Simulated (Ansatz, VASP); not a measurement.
## AgI in VASP and in Ansatz

File POSCAR:

```
AgI
1.0
    4.6969229833      0.0000000000      0.0000000000
   -2.3484614917      4.0676546231      0.0000000000
    0.0000000000      0.0000000000      7.6745421479
Ag I
2 2
Direct
    0.3333333333      0.6666666667      0.0000048562
    0.6666666667      0.3333333333      0.5000048562
    0.3333333333      0.6666666667      0.3749951438
    0.6666666667      0.3333333333      0.8749951438
```

The input INCAR.step1:

```
SYSTEM = AgI
ALGO = Normal ; EDIFF = 1E-5
ENCUT = 550 ; GGA = PE
GGA_COMPAT = .FALSE. ; ISMEAR = 0
LASPH = .TRUE. ; LCHARG = .FALSE.
LREAL = .FALSE. ; LWAVE = .TRUE.
NBANDS = 26 ; NELM = 120
PREC = Accurate ; SIGMA = 0.01
```

Contents of INCAR.step2:

```
SYSTEM = AgI
ALGO = Normal ; EDIFF = 1E-6
ENCUT = 550 ; GGA_COMPAT = .FALSE.
ISIF = 2 ; ISMEAR = 0
ISTART = 1 ; LASPH = .TRUE.
LCHARG = .FALSE. ; LMIXTAU = .TRUE.
LREAL = .FALSE. ; LWAVE = .FALSE.
METAGGA = R2SCAN ; NBANDS = 26
NELM = 120 ; PREC = Accurate
SIGMA = 0.01
```

KPOINTS

```
k-points
0
G
  6 6 4
  0 0 0
```

Input for Ansatz:

```yaml
crystal:
  lattice:
    - [4.6969229833, 0.0, 0.0]
    - [-2.3484614917, 4.0676546231, 0.0]
    - [0.0, 0.0, 7.6745421479]
  atoms:
    - { symbol: Ag, position: [0.3333333333, 0.6666666667, 4.8562e-06] }
    - { symbol: Ag, position: [0.6666666667, 0.3333333333, 0.5000048562] }
    - { symbol: I, position: [0.3333333333, 0.6666666667, 0.3749951438] }
    - { symbol: I, position: [0.6666666667, 0.3333333333, 0.8749951438] }
kpoints:
  mp_grid: { grid: [6, 6, 4] }
hamiltonian:
  xc: r2scan
scf:
  occupations: { method: fixed }
  n_extra_bands: 5
output:
  forces: true
  stress: true
  eigenvalues: true
```

Alike in both runs: task single point; functional r2SCAN; k mesh 6 × 6 × 4; no spin polarisation.

```csv
,VASP,Ansatz
version,VASP 6.6.1,Ansatz 0.2.0
potentials or method,"VASP PAW PBE potentials, release 64 (Ag, I)","plane waves, PAW"
plane-wave cutoff (eV),550,500
occupations,"gaussian, width 0.01 eV",fixed
valence electrons in the cell,36,72
```

|  | VASP | Ansatz | Ansatz less VASP |
| --- | --- | --- | --- |
| gap on the k mesh at the Fermi level (eV) | 1.83 | 1.86 | +0.033 |
| pressure (GPa) | -0.9 | -0.8 | +0.10 |

VASP's potentials were made for PBE, not for r2SCAN. VASP's potentials hold 36 valence electrons a cell and Ansatz's 72, so a difference there can come from the potentials and not from the codes.

Neither program's run includes spin-orbit coupling.
